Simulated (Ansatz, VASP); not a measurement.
# AlRu: VASP beside Ansatz

INCAR

```
PREC     = Accurate       # precision mode
ENCUT    = 520            # plane-wave cutoff, eV
EDIFF    = 1E-6           # SCF threshold, eV
ISMEAR   = 0              # smearing method
SIGMA    = 0.1            # smearing width, eV
LREAL    = False          # projectors in reciprocal space
LASPH    = True           # aspherical terms in the spheres
NELM     = 60             # most SCF steps
ALGO     = Normal         # electronic algorithm
ISIF     = 2              # what is computed and relaxed
LWAVE    = False          # write WAVECAR
LCHARG   = False          # write CHGCAR
GGA      = PE             # functional
NBANDS   = 16             # bands
```

File KPOINTS:

```
Automatic mesh
0
Gamma
  14 14 14
```

The input POSCAR:

```
AlRu
1.0
    2.8689888960      0.0000000000      0.0000000000
    0.0000000000      2.8689888960      0.0000000000
    0.0000000000      0.0000000000      2.8689888960
Al Ru
1 1
Direct
    0.0000000000      0.0000000000      0.0000000000
    0.5000000000      0.5000000000      0.5000000000
```

Input for Ansatz:

```yaml
crystal:
  lattice:
    - [2.868988896, 0.0, 0.0]
    - [0.0, 2.868988896, 0.0]
    - [0.0, 0.0, 2.868988896]
  atoms:
    - { symbol: Al, position: [0.0, 0.0, 0.0] }
    - { symbol: Ru, position: [0.5, 0.5, 0.5] }
basis:
  ecutwfc: 420
kpoints:
  mp_grid: { grid: [14, 14, 14] }
hamiltonian:
  xc: pbe
scf:
  occupations: { method: gaussian, width: 0.1 }
output:
  forces: true
  stress: true
  eigenvalues: true
```

Change from the starting cell: equal strain along all axes, cell held, atoms relaxed: -4.5 %.

Alike in both runs: task single point; functional PBE; k mesh 14 × 14 × 14; occupations gaussian, width 0.1 eV; no spin polarisation.

```csv
,VASP,Ansatz
version,VASP 6.6.1,Ansatz 0.2.0
potentials or method,"VASP PAW PBE potentials, release 64 (Al, Ru_pv), cutoff 520 eV","scalar-relativistic, plane waves, PAW"
valence electrons in the cell,17,19
```

```tsv
	VASP	Ansatz	Ansatz less VASP
gap on the k mesh at the Fermi level (eV)	none	none	-
pressure (GPa)	38.0	38.0	-0.08
```

A gap of «none» marks a metal or a gap that the smearing closes. Both programs put the cell under a high pressure, so it lies far from rest at this level. VASP's potentials hold 17 valence electrons a cell and Ansatz's 19, so a difference there can come from the potentials and not from the codes.
